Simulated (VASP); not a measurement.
The system is SrTiO3.

```
Sr Ti O
1.0
     3.91270    0.00000    0.00000
     0.00000    3.91270    0.00000
     0.00000    0.00000    3.91270
Sr Ti O
1 1 3
Direct
  0.00000 0.00000 0.00000
  0.50000 0.50000 0.50000
  0.50000 0.00000 0.50000
  0.50000 0.50000 0.00000
  0.00000 0.50000 0.50000
```

| Property | Result |
| --- | --- |
| Program | VASP 6.6.1 |
| Task | relaxation of cell and atoms |
| Functional | PBE |
| Potentials or basis | VASP PAW PBE potentials, release 64 (Sr_sv, Ti_sv, O) |
| Cutoff | 600 eV |
| k mesh | 8 × 8 × 8 |
| Occupations | gaussian, width 0.02 eV |
| Spin | no spin polarisation |

At the start: pressure 3.6 GPa; volume 11.98 Å³/atom.

Q: How do energy, volume and symmetry change on relaxing?

A: Over 3 steps the energy falls by 2.8 meV/atom and the volume is 12.23 Å³/atom (+2.1 %); space group Pm-3m (No. 221, to 0.05 Å).

The path:
| step | energy change (eV) | largest force (eV/Å) | pressure (GPa) | volume (Å³) |
| --- | --- | --- | --- | --- |
| 1 | 0.0000 | 0.0000 | 3.61 | 59.90 |
| 2 | -0.0039 | 0.0000 | -2.92 | 62.27 |
| 3 | -0.0142 | 0.0000 | -0.02 | 61.17 |

Final structure:
```xyz
5
Lattice="3.9401 0.0000 0.0000 0.0000 3.9401 0.0000 0.0000 0.0000 3.9401" Properties=species:S:1:pos:R:3 pbc="T T T"
Sr    0.0000    0.0000    0.0000
Ti    1.9701    1.9701    1.9701
O     1.9701    0.0000    1.9701
O     1.9701    1.9701    0.0000
O     0.0000    1.9701    1.9701
```
